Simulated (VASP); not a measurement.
Input of a VASP 6.6.1 run:

INCAR

```
SYSTEM = ZnS
  PREC = Accurate
  ENCUT = 500
  EDIFF = 1E-6
  ISMEAR = 0
  SIGMA = 0.01
  LREAL = .FALSE.
  LASPH = .TRUE.
  NELM = 120
  ALGO = Normal
  ISIF = 2
  LWAVE = .FALSE.
  LCHARG = .FALSE.
  GGA = PE
  NBANDS = 16
  GGA_COMPAT = .FALSE.
```

File KPOINTS:

```
Automatic mesh
0
G
  3 3 3
  0 0 0
```

The input POSCAR:

```
ZnS
1.0
    0.0000000000      2.6497804200      2.6497804200
    2.6497804200      0.0000000000      2.6497804200
    2.6497804200      2.6497804200      0.0000000000
Zn S
1 1
Direct
    0.0000000000      0.0000000000      0.0000000000
    0.2500000000      0.2500000000      0.2500000000
```

Potentials or basis: VASP PAW PBE potentials, release 64 (Zn, S).

Run with:

```sh
$ cat potpaw_PBE.64/Zn/POTCAR potpaw_PBE.64/S/POTCAR > POTCAR
$ mpirun -np 1 vasp_std > vasp.out
```

Task: Estimate the band gap on the k mesh.

Result: 2.35 eV, direct.

Task: Estimate the pressure.

Result: 8.3 GPa.

Caveat: the k points lie up to 0.68 Å⁻¹ apart. PBE gaps usually lie below the measured ones, often by a third to a half.
